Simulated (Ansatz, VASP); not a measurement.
## Two plane-wave programs on Be16N

```
Be N
1.0
    -2.29000   -3.96640    0.00000
     3.43500   -1.98320    0.00000
     0.00000    0.00000    7.17686
Be N
16 1
Direct
  0.75035 0.49271 0.01370
  0.49769 0.33853 0.25425
  0.75036 0.49584 0.49213
  0.49073 0.33190 0.74305
  0.49098 0.00211 0.00687
  0.25034 0.83835 0.25613
  0.49776 0.99540 0.49572
  0.25040 0.80062 0.74202
  0.25041 0.53358 0.00786
  0.00300 0.33853 0.25426
  0.25039 0.49570 0.49366
  0.01006 0.33200 0.74311
  0.00978 0.00208 0.00690
  0.75038 0.83809 0.25798
  0.00301 0.99538 0.49578
  0.75039 0.84197 0.73675
  0.75038 0.16767 0.87503
```

Alike in both runs: functional PBE; k mesh 4 × 4 × 3; occupations gaussian, width 0.15 eV; no spin polarisation.

Ansatz relaxed the structure, and its values are those at the end. VASP's run is a single point on that final structure, the one shown.

```csv
,VASP,Ansatz
version,VASP 6.6.1,Ansatz 0.2.0
potentials or method,"VASP PAW PBE potentials, release 64 (Be, N), cutoff 520 eV","scalar-relativistic, plane waves, PAW"
valence electrons in the cell,37,37
```

```tsv
	VASP	Ansatz	Ansatz less VASP
rms of the force components (eV/Å)	0.012	0.008	-0.0036
```

With one functional, cell and mesh, what is left measures potentials, basis and numerics.

The k mesh is coarse, so the values compare programs but aren't converged.
